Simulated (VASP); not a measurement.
Set up this calculation in VASP 6.6.1, as the native input.

```
Task                   : single point
Functional             : r2SCAN
Potentials or basis    : VASP PAW PBE potentials, release 64 (C)
Cutoff                 : 520 eV
k mesh                 : 12 × 12 × 4
Occupations            : gaussian, width 0.05 eV
Spin                   : no spin polarisation
Dipole correction      : no
Further INCAR settings : ALGO = Normal; EDIFF = 1e-06; NBANDS = 26
```

Crystal: C.

```
C
1.0
     2.63533    0.00000    0.00000
    -1.31767    2.28226    0.00000
     0.00000    0.00000    7.86631
C
8
Direct
  0.00000 0.00000 0.09293
  0.00000 0.00000 0.59293
  0.00000 0.00000 0.40707
  0.00000 0.00000 0.90707
  0.33333 0.66667 0.15550
  0.66667 0.33333 0.65550
  0.33333 0.66667 0.34450
  0.66667 0.33333 0.84450
```

This cell differs from its parent crystal: strain +0.050 along x and y, -0.050 along z.

These files were run (other wordings do the same):

POSCAR

```
C
1.0
    2.6353316695      0.0000000000      0.0000000000
   -1.3176658347      2.2822641731      0.0000000000
    0.0000000000      0.0000000000      7.8663083936
C
8
Direct
    0.0000000000      0.0000000000      0.0929334757
    0.0000000000      0.0000000000      0.5929334757
    0.0000000000      0.0000000000      0.4070665243
    0.0000000000      0.0000000000      0.9070665243
    0.3333333333      0.6666666667      0.1554962089
    0.6666666667      0.3333333333      0.6554962089
    0.3333333333      0.6666666667      0.3445037911
    0.6666666667      0.3333333333      0.8445037911
```

INCAR.step1

```
PREC     = Accurate       # precision mode
ENCUT    = 520            # plane-wave cutoff, eV
ISMEAR   = 0              # smearing method
SIGMA    = 0.05           # smearing width, eV
LREAL    = False          # projectors in reciprocal space
LASPH    = True           # aspherical terms in the spheres
NELM     = 100            # most SCF steps
NBANDS   = 26             # bands
GGA      = PE             # functional
ALGO     = Normal         # electronic algorithm
EDIFF    = 1E-4           # SCF threshold, eV
LWAVE    = True           # write WAVECAR
LCHARG   = False          # write CHGCAR
```

INCAR.step2

```
PREC     = Accurate       # precision mode
ENCUT    = 520            # plane-wave cutoff, eV
EDIFF    = 1E-6           # SCF threshold, eV
ISMEAR   = 0              # smearing method
SIGMA    = 0.05           # smearing width, eV
LREAL    = False          # projectors in reciprocal space
LASPH    = True           # aspherical terms in the spheres
NELM     = 100            # most SCF steps
ALGO     = Normal         # electronic algorithm
ISIF     = 2              # what is computed and relaxed
LWAVE    = False          # write WAVECAR
LCHARG   = False          # write CHGCAR
METAGGA  = R2SCAN         # meta-GGA
LMIXTAU  = True         
NBANDS   = 26             # bands
ISTART   = 1
```

KPOINTS

```
Automatic mesh
0
Gamma
  12 12 4
```

Potentials or basis: VASP PAW PBE potentials, release 64 (C).

Command:

```sh
$ cat potpaw_PBE.64/C/POTCAR > POTCAR
$ cp INCAR.step1 INCAR
$ mpirun -np 1 vasp_std > vasp.out
$ cp INCAR.step2 INCAR
$ mpirun -np 1 vasp_std > vasp.out
```

Results of the run:

```yaml
Pressure: -12.1 GPa
Largest_force: 0.632 eV/Å
Band_gap_on_the_k_mesh: 3.23 eV, indirect (least direct gap 4.20 eV)
```

Caveat: the cell differs from its parent crystal (strain +0.050 along x and y, -0.050 along z); the PAW data sets were made with another functional, which shifts forces and pressure a little.

Wall time 3.6 min on 1 thread of AMD EPYC 7R13 Processor (Zen 3) (shared host), peak memory 0.16 GiB.
